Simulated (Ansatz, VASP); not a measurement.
AlFe in VASP and in Ansatz

Contents of POSCAR:

```
AlFe
1.0
    2.8700000000      0.0000000000      0.0000000000
    0.0000000000      2.8700000000      0.0000000000
    0.0000000000      0.0000000000      2.8700000000
Fe Al
1 1
Direct
    0.0120700405      0.0120700405      0.0120700405
    0.5000000000      0.5000000000      0.5000000000
```

File INCAR.step1:

```
SYSTEM = AlFe
PREC = Accurate ; ENCUT = 520
EDIFF = 1E-5 ; ISMEAR = -1
SIGMA = 0.1 ; LREAL = .FALSE.
LASPH = .TRUE. ; NELM = 80
ALGO = Normal ; ISIF = 2
LWAVE = .TRUE. ; LCHARG = .FALSE.
GGA = PE ; NBANDS = 12
```

File INCAR.step2:

```
SYSTEM = AlFe
PREC = Accurate ; ENCUT = 520
EDIFF = 1E-6 ; ISMEAR = -1
SIGMA = 0.1 ; LREAL = .FALSE.
LASPH = .TRUE. ; NELM = 80
ALGO = Normal ; ISIF = 2
LWAVE = .FALSE. ; LCHARG = .FALSE.
GGA = PE ; LHFCALC = .TRUE.
HFSCREEN = 0.2079 ; PRECFOCK = Normal
ISTART = 1 ; NBANDS = 12
```

The input KPOINTS:

```
regular mesh
0
G
  4 4 4
  0 0 0
```

Input for Ansatz:

```yaml
crystal:
  lattice:
    - [2.87, 0.0, 0.0]
    - [0.0, 2.87, 0.0]
    - [0.0, 0.0, 2.87]
  atoms:
    - { symbol: Fe, position: [0.0120700405, 0.0120700405, 0.0120700405] }
    - { symbol: Al, position: [0.5, 0.5, 0.5] }
kpoints:
  mp_grid: { grid: [4, 4, 4] }
hamiltonian:
  xc: hse06
  pseudopotentials:
    kind: all_electron
    relativity: scalar
    datasets: crystal
    dataset_attempts: all
    nuclear_model: point
scf:
  occupations: { method: fermi_dirac, width: 0.1 }
  convergence: { dr2_threshold: "1e-9 eV" }
  max_iter: 400
  lower_state_search: "off"
output:
  forces: true
  stress: true
```

Alike in both runs: task single point; functional HSE06; k mesh 4 × 4 × 4; occupations fermi-dirac, width 0.1 eV; no spin polarisation.

|  | VASP | Ansatz |
| --- | --- | --- |
| version | VASP 6.6.1 | Ansatz 0.2.0 development build |
| potentials or method | VASP PAW PBE potentials, release 64 (Fe, Al), cutoff 520 eV | plane waves, all-electron PAW datasets generated for the crystal |

|  | VASP | Ansatz | Ansatz less VASP |
| --- | --- | --- | --- |
| rms of the force components (eV/Å) | 0.252 | 0.252 | -0.0002 |

Atom by atom the forces differ by 0.000 eV/Å (rms over components). Ansatz ran all-electron here, and VASP with PAW potentials. Ansatz's warnings: filled band counts differ across k points.

The k mesh is coarse, so the values compare programs but aren't converged.
